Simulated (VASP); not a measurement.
# Rh in VASP: single point with PBE

Aim: the single point of Rh with PBE.

Program: VASP 6.6.1. These are calculated values, not measurements. Logs are shortened: lines on timing, memory, paths and dates and some standing lists are left out, and cuts for length are marked.

## (1) The cell of the first run

The typed cell holds 1 atom: a = 2.709 Å, b = 2.709 Å, c = 2.709 Å, α = 60.00°, β = 60.00°, γ = 60.00°.

## (2) Single point, PBE (cell sheared at random, sigma 0.1, atoms nudged by 0.01 Å, then relaxed in part)

The input, INCAR:

```
  PREC = Accurate
  ENCUT = 520
  EDIFF = 1E-7
  ISMEAR = 0
  SIGMA = 0.15
  LREAL = False
  LASPH = True
  NELM = 80
  ALGO = Fast
  ISIF = 2
  LWAVE = False
  LCHARG = False
  GGA = PE
  NBANDS = 14
```

The input, KPOINTS:

```
Automatic mesh
0
Gamma
  16 16 16
```

The input, POSCAR:

```
Rh
1.0
    0.0000007238      1.9154638005      1.9155045582
    1.9153375001      0.0000023719      1.9154885128
    1.9153370582      1.9154653376     -0.0000162975
Rh
1
Direct
    0.0000000000      0.0000000000      0.0000000000
```

Potentials or basis: VASP PAW PBE potentials, release 64 (Rh_pv).

Command:

```sh
$ cat potpaw_PBE.64/Rh_pv/POTCAR > POTCAR
$ mpirun -np 1 vasp_std > vasp.out
```

OUTCAR:

```text
PREC = Accurate
   ENCUT = 520
   EDIFF = 1E-7
   ISMEAR = 0
   LREAL = False
   LASPH = True
   NELM = 80
   ISIF = 2
   GGA = PE

 ion  position               nearest neighbor table
   1  0.000  0.000  0.000-

  LATTYP: Found a face centered orthorhombic cell.
 ALAT       =     3.8306738346
 B/A-ratio  =     1.0000660280
 C/A-ratio  =     1.0000875913

  Lattice vectors:

 A1 = (   0.0000007238,   1.9154638005,   1.9155045582)
 A2 = (   1.9153375001,   0.0000023719,   1.9154885128)
 A3 = (   1.9153370582,   1.9154653376,  -0.0000162975)

Analysis of symmetry for initial positions (statically):
=====================================================================
 Subroutine PRICEL returns:
 Original cell was already a primitive cell.

 Routine SETGRP: Setting up the symmetry group for a
 face centered orthorhombic supercell.

 Subroutine GETGRP returns: Found  8 space group operations
 (whereof  8 operations were pure point group operations)
 out of a pool of  8 trial point group operations.

The static configuration has the point symmetry D_2h.

Analysis of symmetry for dynamics (positions and initial velocities):
=====================================================================
 Subroutine PRICEL returns:
 Original cell was already a primitive cell.

 Routine SETGRP: Setting up the symmetry group for a
 face centered orthorhombic supercell.

 Subroutine GETGRP returns: Found  8 space group operations
 (whereof  8 operations were pure point group operations)
 out of a pool of  8 trial point group operations.

The dynamic configuration has the point symmetry D_2h.

 Subroutine INISYM returns: Found  8 space group operations
 (whereof  8 operations are pure point group operations),
 and found     1 'primitive' translations

----------------------------------------------------------------------------------------

                                     Primitive cell

  volume of cell :      14.0550

  direct lattice vectors                    reciprocal lattice vectors
     0.000000724  1.915463800  1.915504558    -0.261048740  0.261033478  0.261027836
     1.915337500  0.000002372  1.915488513     0.261053148 -0.261033444  0.261027791
     1.915337058  1.915465338 -0.000016298     0.261048207  0.261033406 -0.261027950

  length of vectors
     2.708903705  2.708803053  2.708786353     0.452128801  0.452131300  0.452128517

  position of ions in fractional coordinates (direct lattice)
     0.000000000  0.000000000  0.000000000

  ion indices of the primitive-cell ions
[... 84 lines left out ...]
   PSTRESS=    0.0 pullay stress
   NELECT =      15.0000    total number of electrons
   NUPDOWN=      -1.0000    fix difference up-down
   EMIN   =  10.00;   EMAX   =-10.00  energy-range for DOS
   EFERMI =   0.00;   METHOD = LEGACY
   ISMEAR =     0;   SIGMA  =   0.15  broadening in eV -4-tet -1-fermi 0-gaus
   EFERMI_NEDOS =   21; number of points for ismear=-14 and -15
   IALGO  =     68    algorithm
   IMIX   =      4    mixing-type and parameters
     AMIX     =   0.40;   BMIX     =  1.00
     AMIX_MAG =   1.60;   BMIX_MAG =  1.00
  volume/ion in A,a.u.               =      14.06        94.85
  Fermi-wavevector in a.u.,A,eV,Ry     =   1.672994  3.161501 38.081488  2.798910
  Thomas-Fermi vector in A             =   2.758044
   LORBIT       =      0    0 simple, 1 ext, 2 COOP (PROOUT), +10 PAW based schemes
   GGA     = PE    functional components
   LHFCALC =     F    Hartree Fock is set to
   AEXX    =    0.0000 exact exchange contribution
   IVDW    =     0    specifies the selected vdW correction
   LEPSILON=     F    determine dielectric tensor
   LRPA    =     F    only Hartree local field effects (RPA)
 non-spin polarized calculation
 RMM-DIIS sequential band-by-band and
 Gauss-broadening in eV      SIGMA  =   0.15
  energy-cutoff  :      520.00
  volume of cell :       14.06
 maximum number of plane-waves:       391
   NGX =  9   NGY =  9   NGZ =  9

 number of electron      15.0000014 magnetization

 Free energy of the ion-electron system (eV)
  ---------------------------------------------------
  ext. energy  EPLUGINS =         0.00000000
  ---------------------------------------------------
  free energy    TOTEN  =        -7.26637544 eV

  energy without entropy =       -7.24940037  energy(sigma->0) =       -7.25788791

 E-fermi :  11.4973     XC(G=0): -13.8894

 val. band max:       11.4969011742   @ k =   0.3125   0.1250   0.1250
 cond. band min:      11.5149230138   @ k =  -0.1250   0.1875   0.0625
 fundamental gap:      0.0180218395
 Fermi energy:        11.4972847752

 k-point     1 :       0.0000    0.0000    0.0000
  band No.  band energies     occupation
      1     -34.8349      2.00000
      2     -34.8348      2.00000
      3     -34.8347      2.00000
      4       3.7069      2.00000
      5       8.5312      2.00000
      6       8.5314      2.00000
      7       8.5321      2.00000
      8      10.5454      2.00000
      9      10.5464      2.00000
     10      27.5129      0.00000
     11      32.1055      0.00000
     12      32.8481      0.00000
     13      32.8488      0.00000
     14      32.8508      0.00000
[... 377 lines left out ...]
      1     -34.8988      2.00000
      2     -34.8542      2.00000
      3     -34.8398      2.00000
      4       4.1107      2.00000
      5       8.3394      2.00000
      6       8.6731      2.00000
      7       8.7184      2.00000
      8      10.3672      2.00000
      9      10.5706      2.00000
     10      28.0679      0.00000
     11      31.1617      0.00000
     12      32.1063      0.00000
     13      32.8720      0.00000
     14      33.6841      0.00000

 [... further k-points ...]

------------------------ aborting loop because EDIFF is reached ----------------------------------------

  FORCE on cell =-STRESS in cart. coord.  units (eV):
  Direction    XX          YY          ZZ          XY          YZ          ZX
  --------------------------------------------------------------------------------------
  -------------------------------------------------------------------------------------
  Total        0.0019410      0.0005898      0.0002158      0.0000000      0.0000000     -0.0000000
  in kB        0.2212626      0.0672327      0.0245983      0.0000002      0.0000000     -0.0000019
  external PRESSURE =       0.1043646 kB  Pullay stress =       0.0000000 kB

 VOLUME and BASIS-vectors are now :
 -----------------------------------------------------------------------------
  energy-cutoff  :      520.00
  volume of cell :       14.06
      direct lattice vectors                 reciprocal lattice vectors
     0.000000724  1.915463800  1.915504558    -0.261048740  0.261033478  0.261027836
     1.915337500  0.000002372  1.915488513     0.261053148 -0.261033444  0.261027791
     1.915337058  1.915465338 -0.000016298     0.261048207  0.261033406 -0.261027950

 POSITION                                       TOTAL-FORCE (eV/Angst)
 -----------------------------------------------------------------------------------
      0.00000      0.00000      0.00000        -0.000000     -0.000000      0.000000
 -----------------------------------------------------------------------------------
    total drift:                                0.000000      0.000000      0.000000

  FREE ENERGIE OF THE ION-ELECTRON SYSTEM (eV)
  ---------------------------------------------------
  free  energy   TOTEN  =        -7.2663754411 eV

  energy  without entropy=       -7.2494003712  energy(sigma->0) =       -7.25788791
```

OSZICAR:

```text
N       E                     dE             d eps       ncg     rms          rms(c)
DAV:   1     0.121071687116E+03    0.12107E+03   -0.88141E+03 17462   0.114E+03
DAV:   2    -0.614847701694E+01   -0.12722E+03   -0.12156E+03 19062   0.341E+02
DAV:   3    -0.776037733195E+01   -0.16119E+01   -0.16090E+01 21036   0.421E+01
DAV:   4    -0.776656439906E+01   -0.61871E-02   -0.61867E-02 19968   0.267E+00
DAV:   5    -0.776662013861E+01   -0.55740E-04   -0.55739E-04 20672   0.224E-01    0.960E+00
RMM:   6    -0.728324753760E+01    0.48337E+00   -0.80271E-01 18590   0.876E+00    0.333E+00
RMM:   7    -0.726949730698E+01    0.13750E-01   -0.28702E-02 19199   0.183E+00    0.158E+00
RMM:   8    -0.726665368602E+01    0.28436E-02   -0.54990E-03 20522   0.830E-01    0.221E-01
RMM:   9    -0.726636860919E+01    0.28508E-03   -0.63066E-04 21273   0.276E-01    0.142E-02
RMM:  10    -0.726637769400E+01   -0.90848E-05   -0.66387E-05 21368   0.103E-01    0.135E-02
RMM:  11    -0.726637548570E+01    0.22083E-05   -0.36761E-06 21391   0.226E-02    0.209E-03
RMM:  12    -0.726637544106E+01    0.44638E-07   -0.73337E-07 19769   0.105E-02
   1 F= -.72663754E+01 E0= -.72578879E+01  d E =-.169751E-01
```

Wall time 1.7 min (1 thread of Intel Xeon Platinum 8259CL at 2.50GHz (Skylake/Cascade Lake), shared host); peak memory 0.22 GiB.

What came out:

| Quantity | Value |
| --- | --- |
| Free energy | -7.2664 eV |
| Pressure | 0.0 GPa |

Caveat: the cell differs from its parent crystal (cell sheared at random, sigma 0.1, atoms nudged by 0.01 Å, then relaxed in part).
